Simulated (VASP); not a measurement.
The system is ZnS.

```
Zn S
1.0
     3.81100    0.00000    0.00000
    -1.90550    3.30042    0.00000
     0.00000    0.00000    6.23400
Zn S
2 2
Direct
  0.66667 0.33333 0.50000
  0.33333 0.66667 0.00000
  0.66667 0.33333 0.88500
  0.33333 0.66667 0.38500
```

Base run:

| Quantity | Value |
| --- | --- |
| Program | VASP 6.6.1 |
| Functional | PBE-based screened hybrid with 15 % exact exchange |
| Potentials or basis | VASP PAW PBE potentials, release 64 (Zn, S) |
| Cutoff | 520 eV |
| k mesh | 5 × 5 × 3 |
| Occupations | fermi-dirac, width 0.05 eV |
| Spin | no spin polarisation |

Its results: band gap on the k mesh 2.97 eV; pressure 2.0 GPa; largest force 0.329 eV/Å.

Task: The run is repeated on the same cell with these changes: functional from PBE-based screened hybrid with 15 % exact exchange to PBE-based screened hybrid with 35 % exact exchange; share of exact exchange from 0.15 to 0.35. What comes out?

Result: Band gap on the k mesh 3.96 eV; pressure 1.4 GPa; largest force 0.331 eV/Å.

Caveats: the PAW data sets were made with another functional, which shifts forces and pressure a little.

